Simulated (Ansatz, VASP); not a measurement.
## One calculation of Ca2H5, two programs

```
Ca H
1.0
     3.96865    0.00000    0.00000
     0.00000    3.99067    0.00000
    -1.87919    0.00000    6.74523
Ca H
2 5
Direct
  0.14953 0.00000 0.79131
  0.85047 0.00000 0.20869
  0.16212 0.50000 0.79833
  0.83788 0.50000 0.20167
  0.68976 0.00000 0.87062
  0.31024 0.00000 0.12938
  0.00000 0.00000 0.50000
```

Change from the starting cell: species swapped into the Ta2O5 type (P2/m, No. 10).

Alike in both runs: task relaxation of cell and atoms; functional PBE; k mesh 4 × 4 × 4; occupations gaussian, width 0.1 eV; no spin polarisation.

```csv
,VASP,Ansatz
version,VASP 6.6.1,Ansatz 0.2.0
potentials or method,"VASP PAW PBE potentials, release 64 (Ca_sv, H), cutoff 600 eV","scalar-relativistic, plane waves, PAW"
valence electrons in the cell,25,25
```

|  | VASP | Ansatz | Ansatz less VASP |
| --- | --- | --- | --- |
| gap on the k mesh at the Fermi level, each at its own relaxed structure (eV) | none | none | - |
| relaxed volume (Å³/atom) | 19.82 | 19.27 | -0.548 |
| relaxed length of the cell vector where the two differ most in proportion (Å) | 7.631 | 7.300 | -0.3310 |

A gap of «none» marks a metal or a gap that the smearing closes.

The k mesh is coarse, so the values compare programs but aren't converged. Noted on VASP's run: the volume moved by over 15 % at a fixed basis, so the end points are rough.
